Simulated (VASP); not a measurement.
## GeSe5: single point with PBE

The system is GeSe5.

```
Ge Se
1.0
     3.60550    2.08164    3.47088
    -3.60550    2.08164    3.47088
     0.00000   -4.16328    3.47088
Ge Se
1 5
Direct
  0.55245 0.55245 0.55245
  0.54991 0.05077 0.54991
  0.54991 0.54991 0.05077
  0.05077 0.54991 0.54991
  0.23383 0.23383 0.23383
  0.86732 0.86732 0.86732
```

```json
{
 "Program": "VASP 6.6.1",
 "Task": "single point",
 "Functional": "PBE",
 "Potentials or basis": "VASP PAW PBE potentials, release 64 (Ge_d, Se)",
 "Cutoff": "520 eV",
 "k mesh": "3 × 3 × 3",
 "Occupations": "gaussian, width 0.2 eV",
 "Spin": "no spin polarisation",
 "Dipole correction": "no",
 "Further INCAR settings": "ALGO = Normal; EDIFF = 1e-06; NBANDS = 31"
}
```

```
Pressure      : 0.0 GPa
Largest force : 0.029 eV/Å
```

Forces on the atoms (eV/Å):
```
Ge   0.000  0.000 -0.026
Se   0.006 -0.004  0.024
Se   0.000  0.007  0.024
Se  -0.006 -0.004  0.024
Se   0.000  0.000 -0.016
Se   0.000  0.000 -0.029
```

Stress tensor (GPa, compression positive):
```
 0.07  0.00  0.00
 0.00  0.07  0.00
 0.00  0.00 -0.03
```

Levels at points of the mesh, in eV from the Fermi level:
```csv
k point,band 18,band 19,band 20,band 21,band 22,band 23,band 24,band 25,band 26,band 27
"(0.00, 0.00, 0.00)",-1.92,-1.39,-1.39,-0.95,-0.95,-0.39,2.77,2.77,3.47,5.62
```

Run time: 22 s on 1 thread of AMD EPYC 9R45 96-Core Processor (Zen 5), on a shared host, peak memory 0.21 GiB.

Caveat: the k points lie up to 0.39 Å⁻¹ apart; this odd mesh misses L, where the gap lies, so gap, dielectric constants and Born charges aren't listed.
